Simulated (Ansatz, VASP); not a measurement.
**Sc2BP3: VASP beside Ansatz**

```
Sc B P
1.0
     4.18487    0.00000    0.00000
    -2.09243    3.62420    0.00000
     0.00000    0.00000    7.66224
Sc B P
2 1 3
Direct
  0.66667 0.33333 0.50000
  0.33333 0.66667 0.00000
  0.33333 0.66667 0.50000
  0.33333 0.66667 0.29106
  0.33333 0.66667 0.70894
  0.66667 0.33333 0.00000
```

Alike in both runs: task single point; functional PBE; k mesh 6 × 6 × 2; occupations gaussian, width 0.1 eV; no spin polarisation.

|  | VASP | Ansatz |
| --- | --- | --- |
| version | VASP 6.6.1 | Ansatz 0.2.0 |
| potentials or method | VASP PAW PBE potentials, release 64 (Sc_sv, B, P), cutoff 520 eV | scalar-relativistic, plane waves, PAW |
| valence electrons in the cell | 40 | 40 |

|  | VASP | Ansatz | Ansatz less VASP |
| --- | --- | --- | --- |
| gap on the k mesh at the Fermi level (eV) | none | none | - |
| pressure (GPa) | 20.5 | 20.5 | -0.05 |
| traceless stress, the component that is largest in VASP (GPa) | 31.28 | 31.48 | +0.198 |
| rms of the force components (eV/Å) | 0.791 | 0.823 | +0.0320 |

Atom by atom the forces differ by 0.032 eV/Å (rms over components). A gap of «none» marks a metal or a gap that the smearing closes.

The k mesh is coarse, so the values compare programs but aren't converged.
